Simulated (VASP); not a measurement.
Set up this calculation in VASP 6.6.1, as the native input.

* Task: single point
* Functional: PBEsol
* Potentials or basis: VASP PAW PBE potentials, release 64 (In_d)
* Cutoff: 520 eV
* k mesh: 18 × 18 × 18
* Occupations: gaussian, width 0.1 eV
* Spin: no spin polarisation
* Dipole correction: no
* Further INCAR settings: ALGO = Fast; EDIFF = 1e-06; NBANDS = 12

The structure of In lies in POSCAR:

```
In
1.0
   -1.6542731642      1.6542731642      2.3378786880
    1.6542731642     -1.6542731642      2.3378786880
    1.6542731642      1.6542731642     -2.3378786880
In
1
Direct
    0.0000000000      0.0000000000      0.0000000000
```

The input as run:

INCAR

```
PREC = Accurate ; ENCUT = 520
EDIFF = 1E-6 ; ISMEAR = 0
SIGMA = 0.1 ; LREAL = False
LASPH = True ; NELM = 60
ALGO = Fast ; ISIF = 2
LWAVE = False ; LCHARG = False
GGA = PS ; NBANDS = 12
```

KPOINTS

```
Automatic mesh
0
Gamma
  18 18 18
```

Potentials or basis: VASP PAW PBE potentials, release 64 (In_d).

The run is started by

```sh
$ cat potpaw_PBE.64/In_d/POTCAR > POTCAR
$ mpirun -np 1 vasp_std > vasp.out
```

Results of the run:

```yaml
Pressure: 0.0 GPa
```

Caveat: the PAW data sets were made with another functional, which shifts forces and pressure a little.

Wall time 110 s on 1 thread of Intel(R) Xeon(R) Platinum 8488C (Sapphire Rapids), with other jobs on the host, peak memory 0.26 GiB.
